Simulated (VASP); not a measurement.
# K (I4/mmm) in VASP: further runs

Runs on K. Level: r2SCAN. Tasks: single point.

All numbers are computed with VASP 6.6.1; they aren't measurements. Logs are shortened: lines on timing, memory, paths and dates and some standing lists are left out, and cuts for length are marked.

## 1. The cell of the first run

Symmetry: I4/mmm, No. 139, tetragonal system. Conventional cell: a = 4.576 Å, b = 4.576 Å, c = 3.767 Å, α = 90.00°, β = 90.00°, γ = 90.00°. K (site symmetry 4/mmm) has 14 K at 3.74 to 4.58 Å within 4.9 Å.

## 2. Single point, r2SCAN

File POSCAR:

```
K
1.0
   -2.2878280000      2.2878280000      1.8836840000
    2.2878280000     -2.2878280000      1.8836840000
    2.2878280000      2.2878280000     -1.8836840000
K
1
Direct
    0.0000000000      0.0000000000      0.0000000000
```

File INCAR.step1:

```
PREC = Accurate
ENCUT = 520
ISMEAR = -1
SIGMA = 0.0346
LREAL = False
LASPH = True
NELM = 100
NBANDS = 10
GGA = PE
ALGO = Normal
EDIFF = 1E-4
LWAVE = True
LCHARG = False
```

File INCAR.step2:

```
PREC = Accurate
ENCUT = 520
EDIFF = 1E-6
ISMEAR = -1
SIGMA = 0.0346
LREAL = False
LASPH = True
NELM = 100
ALGO = Normal
ISIF = 2
LWAVE = False
LCHARG = False
METAGGA = R2SCAN
LMIXTAU = True
NBANDS = 10
ISTART = 1
```

File KPOINTS:

```
regular mesh
0
Gamma
  6 6 6
```

Potentials or basis: VASP PAW PBE potentials, release 64 (K_sv).

On the command line:

```
> cat potpaw_PBE.64/K_sv/POTCAR > POTCAR
> cp INCAR.step1 INCAR
> mpirun -np 1 vasp_std > vasp.out
> cp INCAR.step2 INCAR
> mpirun -np 1 vasp_std > vasp.out
```

OUTCAR:

```text
PREC = Accurate
   ENCUT = 520
   EDIFF = 1E-6
   ISMEAR = -1
   LREAL = False
   LASPH = True
   NELM = 100
   ISIF = 2
   METAGGA = R2SCAN
   ISTART = 1

 ion  position               nearest neighbor table
   1  0.000  0.000  0.000-

  LATTYP: Found a body centered tetragonal cell.
 ALAT       =     4.5756560000
 C/A-ratio  =     0.8233503568

  Lattice vectors:

 A1 = (  -2.2878280000,   2.2878280000,   1.8836840000)
 A2 = (   2.2878280000,  -2.2878280000,   1.8836840000)
 A3 = (   2.2878280000,   2.2878280000,  -1.8836840000)

Analysis of symmetry for initial positions (statically):
=====================================================================
 Subroutine PRICEL returns:
 Original cell was already a primitive cell.

 Routine SETGRP: Setting up the symmetry group for a
 body centered tetragonal supercell.

 Subroutine GETGRP returns: Found 16 space group operations
 (whereof 16 operations were pure point group operations)
 out of a pool of 16 trial point group operations.

The static configuration has the point symmetry D_4h.

Analysis of symmetry for dynamics (positions and initial velocities):
=====================================================================
 Subroutine PRICEL returns:
 Original cell was already a primitive cell.

 Routine SETGRP: Setting up the symmetry group for a
 body centered tetragonal supercell.

 Subroutine GETGRP returns: Found 16 space group operations
 (whereof 16 operations were pure point group operations)
 out of a pool of 16 trial point group operations.

The dynamic configuration has the point symmetry D_4h.

 Subroutine INISYM returns: Found 16 space group operations
 (whereof 16 operations are pure point group operations),
 and found     1 'primitive' translations

----------------------------------------------------------------------------------------

                                     Primitive cell

  volume of cell :      39.4380

  direct lattice vectors                    reciprocal lattice vectors
    -2.287828000  2.287828000  1.883684000     0.000000000  0.218547898  0.265437303
     2.287828000 -2.287828000  1.883684000     0.218547898  0.000000000  0.265437303
     2.287828000  2.287828000 -1.883684000     0.218547898  0.218547898  0.000000000

  length of vectors
     3.743872237  3.743872237  3.743872237     0.343831565  0.343831565  0.309073401

  position of ions in fractional coordinates (direct lattice)
     0.000000000  0.000000000  0.000000000

  ion indices of the primitive-cell ions
   primitive index   ion index
                 1           1

----------------------------------------------------------------------------------------

 KPOINTS: regular mesh

Automatic generation of k-mesh.
 Grid dimensions read from file:
 generate k-points for:    6    6    6

 Generating k-lattice:

  Cartesian coordinates                     Fractional coordinates (reciprocal lattice)
     0.000000000  0.036424650  0.044239550     0.166666667  0.000000000 -0.000000000
     0.036424650  0.000000000  0.044239550     0.000000000  0.166666667 -0.000000000
     0.036424650  0.036424650  0.000000000     0.000000000  0.000000000  0.166666667

  Length of vectors
     0.057305261  0.057305261  0.051512234

  Shift w.r.t. Gamma in fractional coordinates (k-lattice)
     0.000000000  0.000000000  0.000000000

 Subroutine IBZKPT returns following result:
 ===========================================

 Found     30 irreducible k-points:

 Following reciprocal coordinates:
            Coordinates               Weight
  0.000000  0.000000  0.000000      1.000000
  0.166667  0.000000  0.000000      8.000000
  0.333333  0.000000 -0.000000      8.000000
  0.500000  0.000000  0.000000      4.000000
  0.166667  0.166667 -0.000000      8.000000
  0.333333  0.166667 -0.000000     16.000000
[... 16 lines left out ...]
 -0.333333 -0.333333  0.166667      8.000000
 -0.166667 -0.333333  0.166667      8.000000
 [... further k-points ...]
   k-points           NKPTS =     30   k-points in BZ     NKDIM =     30   number of bands    NBANDS=     10
   number of dos      NEDOS =    301   number of ions     NIONS =      1
   total plane-waves  NPLWV =  21952
   dimension x,y,z NGX =    28 NGY =   28 NGZ =   28
   dimension x,y,z NGXF=    56 NGYF=   56 NGZF=   56
   ions per type =               1
   NGX,Y,Z   is equivalent  to a cutoff of  12.43, 12.43, 12.43 a.u.
   NGXF,Y,Z  is equivalent  to a cutoff of  24.87, 24.87, 24.87 a.u.
 SYSTEM =  unknown system
   PREC   = accura    normal or accurate (medium, high low for compatibility)
   ISTART =      1    job   : 0-new  1-cont  2-samecut
   ICHARG =      0    charge: 1-file 2-atom 10-const
   ISPIN  =      1    spin polarized calculation?
   LNONCOLLINEAR =      F non collinear calculations
   LSORBIT =      F    spin-orbit coupling
   LASPH  =      T    aspherical Exc in radial PAW
   ENCUT  =  520.0 eV  38.22 Ry    6.18 a.u.   6.96  6.96  6.96*2*pi/ulx,y,z
   NELM   =    100;   NELMIN=  2; NELMDL=  0     # of ELM steps
   EDIFF  = 0.1E-05   stopping-criterion for ELM
   LREAL  =      F    real-space projection
   EDIFFG = 0.1E-04   stopping-criterion for IOM
   NSW    =      0    number of steps for IOM
   IBRION =     -1    ionic relax: 0-MD 1-quasi-New 2-CG
   NFREE  =      0    steps in history (QN), initial steepest desc. (CG)
   ISIF   =      2    stress and relaxation
   ISYM   =      2    0-nonsym 1-usesym 2-fastsym
   POTIM  = 0.5000    time-step for ionic-motion
   TEBEG  =    0.0;   TEEND  =   0.0 temperature during run
   PSTRESS=    0.0 pullay stress
   NELECT =       9.0000    total number of electrons
   NUPDOWN=      -1.0000    fix difference up-down
   EMIN   =  10.00;   EMAX   =-10.00  energy-range for DOS
   EFERMI =   0.00;   METHOD = LEGACY
   ISMEAR =    -1;   SIGMA  =   0.03  broadening in eV -4-tet -1-fermi 0-gaus
   EFERMI_NEDOS =   21; number of points for ismear=-14 and -15
   IALGO  =     38    algorithm
   IMIX   =      4    mixing-type and parameters
     AMIX     =   0.40;   BMIX     =  1.00
     AMIX_MAG =   1.60;   BMIX_MAG =  1.00
  volume/ion in A,a.u.               =      39.44       266.14
  Fermi-wavevector in a.u.,A,eV,Ry     =   1.000424  1.890527 13.617364  1.000848
  Thomas-Fermi vector in A             =   2.132779
   LORBIT       =      0    0 simple, 1 ext, 2 COOP (PROOUT), +10 PAW based schemes
   METAGGA = R2SCAN    functional components
   LHFCALC =     F    Hartree Fock is set to
   AEXX    =    0.0000 exact exchange contribution
   IVDW    =     0    specifies the selected vdW correction
   LEPSILON=     F    determine dielectric tensor
   LRPA    =     F    only Hartree local field effects (RPA)
 non-spin polarized calculation
  energy-cutoff  :      520.00
  volume of cell :       39.44
 maximum number of plane-waves:      1080
   NGX = 13   NGY = 13   NGZ = 13

 number of electron       9.0000002 magnetization

 Free energy of the ion-electron system (eV)
  ---------------------------------------------------
  ext. energy  EPLUGINS =         0.00000000
  ---------------------------------------------------
  free energy    TOTEN  =        -5.45086336 eV

  energy without entropy =       -5.44464335  energy(sigma->0) =       -5.44775336

 E-fermi :   1.9497     XC(G=0):  -7.7550

 val. band max:        1.8903851027   @ k =   0.5000   0.3333   0.0000
 cond. band min:       1.9842589743   @ k =   0.5000   0.1667  -0.0000
 fundamental gap:      0.0938738717
 Fermi energy:         1.9497440572

 k-point     1 :       0.0000    0.0000    0.0000
  band No.  band energies     occupation
      1     -31.7659      2.00000
      2     -14.2641      2.00000
      3     -14.2641      2.00000
      4     -14.2554      2.00000
      5      -1.2885      2.00000
      6       6.0462      0.00000
      7       7.3468      0.00000
      8       7.6985      0.00000
      9       7.6985      0.00000
     10       9.3626      0.00000

 k-point     2 :       0.1667    0.0000    0.0000
  band No.  band energies     occupation
      1     -31.7475      2.00000
      2     -14.3975      2.00000
      3     -14.2999      2.00000
      4     -14.2769      2.00000
      5      -0.6283      2.00000
      6       5.9345      0.00000
      7       6.4915      0.00000
      8       7.5340      0.00000
      9       7.8494      0.00000
     10       8.7962      0.00000

 k-point     3 :       0.3333    0.0000   -0.0000
  band No.  band energies     occupation
      1     -31.7105      2.00000
      2     -14.6584      2.00000
      3     -14.3704      2.00000
      4     -14.3077      2.00000
      5       0.9839      2.00000
      6       4.7387      0.00000
      7       5.1405      0.00000
      8       8.4396      0.00000
      9       8.8178      0.00000
     10       8.9783      0.00000

 k-point     4 :       0.5000    0.0000    0.0000
  band No.  band energies     occupation
      1     -31.6919      2.00000
      2     -14.7813      2.00000
      3     -14.4051      2.00000
      4     -14.3229      2.00000
      5       2.2255      0.00069
      6       3.7605      0.00000
      7       4.7649      0.00000
      8       8.3513      0.00000
      9      10.2221      0.00000
     10      10.4496      0.00000

 k-point     5 :       0.1667    0.1667   -0.0000
  band No.  band energies     occupation
      1     -31.7172      2.00000
      2     -14.6062      2.00000
      3     -14.3331      2.00000
      4     -14.3317      2.00000
      5       0.6268      2.00000
      6       5.2042      0.00000
      7       5.2711      0.00000
      8       8.0020      0.00000
      9       8.0235      0.00000
     10       9.1879      0.00000

 k-point     6 :       0.3333    0.1667   -0.0000
  band No.  band energies     occupation
      1     -31.6919      2.00000
      2     -14.7393      2.00000
      3     -14.4245      2.00000
      4     -14.3496      2.00000
      5       2.3172      0.00005
      6       3.7983      0.00000
      7       4.7627      0.00000
      8       7.9261      0.00000
      9       9.6603      0.00000
     10      10.2911      0.00000
[... 183 lines left out ...]
 k-point    21 :      -0.3333    0.5000    0.1667
  band No.  band energies     occupation
      1     -31.6909      2.00000
      2     -14.6399      2.00000
      3     -14.5110      2.00000
      4     -14.3712      2.00000
      5       2.3050      0.00007
      6       3.8173      0.00000
      7       5.2873      0.00000
      8       7.3328      0.00000
      9       8.4555      0.00000
     10      10.4555      0.00000

 k-point    22 :      -0.1667    0.5000    0.1667
  band No.  band energies     occupation
      1     -31.6860      2.00000
      2     -14.7146      2.00000
      3     -14.4603      2.00000
      4     -14.3871      2.00000
      5       2.5747      0.00000
      6       3.7618      0.00000
      7       5.2008      0.00000
      8       6.6628      0.00000
      9       9.7315      0.00000
     10      10.4340      0.00000

 k-point    23 :      -0.3333   -0.3333    0.1667
  band No.  band energies     occupation
      1     -31.6804      2.00000
      2     -14.6715      2.00000
      3     -14.5316      2.00000
      4     -14.4061      2.00000
      5       3.2721      0.00000
      6       3.3716      0.00000
      7       4.9674      0.00000
      8       6.6975      0.00000
      9       9.4228      0.00000
     10      10.3610      0.00000

 k-point    24 :      -0.1667   -0.3333    0.1667
  band No.  band energies     occupation
      1     -31.6936      2.00000
      2     -14.6935      2.00000
      3     -14.4093      2.00000
      4     -14.3821      2.00000
      5       1.8384      1.92308
      6       4.3768      0.00000
      7       5.3877      0.00000
      8       6.4761      0.00000
      9       8.5112      0.00000
     10      10.5372      0.00000

 [... further k-points ...]

------------------------ aborting loop because EDIFF is reached ----------------------------------------

  FORCE on cell =-STRESS in cart. coord.  units (eV):
  Direction    XX          YY          ZZ          XY          YZ          ZX
  --------------------------------------------------------------------------------------
  -------------------------------------------------------------------------------------
  Total        1.8256812      1.8256812      2.0484989      0.0000000      0.0000000      0.0000000
  in kB       74.1687121     74.1687121     83.2207345      0.0000000      0.0000000      0.0000000
  external PRESSURE =      77.1860529 kB  Pullay stress =       0.0000000 kB

 VOLUME and BASIS-vectors are now :
 -----------------------------------------------------------------------------
  energy-cutoff  :      520.00
  volume of cell :       39.44
      direct lattice vectors                 reciprocal lattice vectors
    -2.287828000  2.287828000  1.883684000     0.000000000  0.218547898  0.265437303
     2.287828000 -2.287828000  1.883684000     0.218547898  0.000000000  0.265437303
     2.287828000  2.287828000 -1.883684000     0.218547898  0.218547898  0.000000000

 POSITION                                       TOTAL-FORCE (eV/Angst)
 -----------------------------------------------------------------------------------
      0.00000      0.00000      0.00000         0.000000      0.000000      0.000000
 -----------------------------------------------------------------------------------
    total drift:                               -0.000000      0.000000      0.000000

  FREE ENERGIE OF THE ION-ELECTRON SYSTEM (eV)
  ---------------------------------------------------
  free  energy   TOTEN  =        -5.4508633620 eV

  energy  without entropy=       -5.4446433538  energy(sigma->0) =       -5.44775336
```

Run time: 40 s. Hardware: 1 thread of AMD EPYC 7R43 (Zen 3), shared host; peak memory 0.13 GiB.

What came out:

```yaml
Free_energy: -5.4509 eV
Pressure: 7.7 GPa
Band_gap_on_the_k_mesh: zero (an odd number of electrons rules out a gap without spin polarisation)
```

Stress tensor (GPa, compression positive):
```
7.42 0.00 0.00
0.00 7.42 0.00
0.00 0.00 8.32
```

Caveat: the k points lie up to 0.36 Å⁻¹ apart, too coarse for converged energies and pressures of a metal; the PAW data sets were made with another functional, which shifts forces and pressure a little.

## 3. Single point, r2SCAN, non-collinear spin, zero start, spin-orbit coupling

POSCAR is that of step 2.

File INCAR.step1:

```
SYSTEM = K
ALGO = Normal
EDIFF = 1E-4
ENCUT = 520
GGA = PE
GGA_COMPAT = .False.
ISMEAR = -1
LASPH = .True.
LCHARG = .False.
LREAL = .False.
LSORBIT = .True.
LWAVE = .True.
MAGMOM = 0 0 0
NBANDS = 20
NELM = 150
PREC = Accurate
SIGMA = 0.0346
```

File INCAR.step2:

```
SYSTEM = K
ALGO = Normal
EDIFF = 1E-7
ENCUT = 520
GGA_COMPAT = .False.
ISIF = 2
ISMEAR = -1
ISTART = 1
LASPH = .True.
LCHARG = .False.
LMIXTAU = .True.
LORBIT = 11
LORBMOM = .True.
LREAL = .False.
LSORBIT = .True.
LWAVE = .False.
MAGMOM = 0 0 0
METAGGA = R2SCAN
NBANDS = 20
NELM = 150
PREC = Accurate
SIGMA = 0.0346
```

File KPOINTS:

```
k-points
0
Gamma
  6 6 6
  0 0 0
```

Potentials or basis: VASP PAW PBE potentials, release 64 (K_sv).

On the command line:

```
> cat potpaw_PBE.64/K_sv/POTCAR > POTCAR
> cp INCAR.step1 INCAR
> mpirun -np 1 vasp_ncl > vasp.out
> cp INCAR.step2 INCAR
> mpirun -np 1 vasp_ncl > vasp.out
```

Wall time 4.1 min (1 thread of AMD EPYC 7R43 (Zen 3), shared host); peak memory 0.25 GiB.

It converged, with:

```
Free energy                                           : -5.4545 eV
Pressure                                              : 7.7 GPa
Net moment                                            : 0.00 μB per cell
Valence electrons inside the program's atomic spheres : K 7.69
```

Stress tensor (GPa, compression positive):
```
7.42 0.00 0.00
0.00 7.42 0.00
0.00 0.00 8.32
```

Moments on the atoms (μB; x, y, z):
```
K   0.00 0.00 0.00
```

Caveat: the k points lie up to 0.36 Å⁻¹ apart; the PAW data sets were made with another functional, which shifts forces and pressure a little.
